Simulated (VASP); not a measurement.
Crystal: ScH2.

```
Sc H
1.0
    -2.34062    2.34062    2.90755
     2.34062   -2.34062    2.90755
     2.34062    2.34062   -2.90755
Sc H
2 4
Direct
  0.50000 0.50000 0.00000
  0.25000 0.75000 0.50000
  0.25000 0.25000 0.50000
  0.75000 0.75000 0.50000
  0.50000 0.50000 0.50000
  0.00000 0.00000 0.50000
```

The cell was built from a structure type or drawn by symmetry, and may not be a known phase.

| Property | Result |
| --- | --- |
| Program | VASP 6.6.1 |
| Task | relaxation of cell and atoms |
| Functional | PBE |
| Potentials or basis | VASP PAW PBE potentials, release 64 (Sc_sv, H) |
| Cutoff | 600 eV |
| k mesh | 6 × 6 × 6 |
| Occupations | gaussian, width 0.1 eV |
| Spin | no spin polarisation |

At the start: pressure 22.2 GPa; volume 10.62 Å³/atom.

Task: How do energy, volume and symmetry change on relaxing?

Result: Over 14 steps the energy falls by 430.1 meV/atom and the volume is 12.22 Å³/atom (+15.0 %); space group I4_122 (No. 98, to 0.1 Å) before and after.

Step by step:
| step | energy change (eV) | largest force (eV/Å) | pressure (GPa) | volume (Å³) |
| --- | --- | --- | --- | --- |
| 1 | 0.0000 | 2.8683 | 22.20 | 63.72 |
| 2 | -2.0048 | 0.1611 | -0.22 | 78.07 |
| 3 | -2.0271 | 0.0742 | -2.41 | 80.78 |
| 4 | -2.0281 | 0.0411 | -2.10 | 80.37 |
| 5 | -2.1447 | 0.0790 | -1.98 | 78.72 |
| 6 | -2.3697 | 0.1746 | -1.41 | 75.14 |
| 7 | -2.4785 | 0.1694 | 1.52 | 67.40 |
| 8 | -2.4866 | 0.2069 | 0.67 | 69.12 |
| 9 | -2.4876 | 0.1986 | 0.85 | 68.71 |
| 10 | -2.5099 | 0.2025 | 0.31 | 69.75 |
| 11 | -2.5319 | 0.2141 | -0.63 | 71.81 |
| 12 | -2.5503 | 0.1727 | -0.26 | 71.88 |
| 13 | -2.5761 | 0.0025 | 0.85 | 72.07 |
| 14 | -2.5803 | 0.0069 | 0.30 | 73.29 |

Final structure:
```
Sc H
1.0
    -2.79598    2.79598    2.34381
     2.79598   -2.79598    2.34381
     2.79598    2.79598   -2.34381
Sc H
2 4
Direct
  0.50000 0.50000 0.00000
  0.25000 0.75000 0.50000
  0.24572 0.24572 0.49144
  0.75428 0.75428 0.50856
  0.50428 0.49572 0.50000
  0.99572 0.00428 0.50000
```

Caveat: the volume moved by over 15 % at a fixed basis, so the end points are rough.
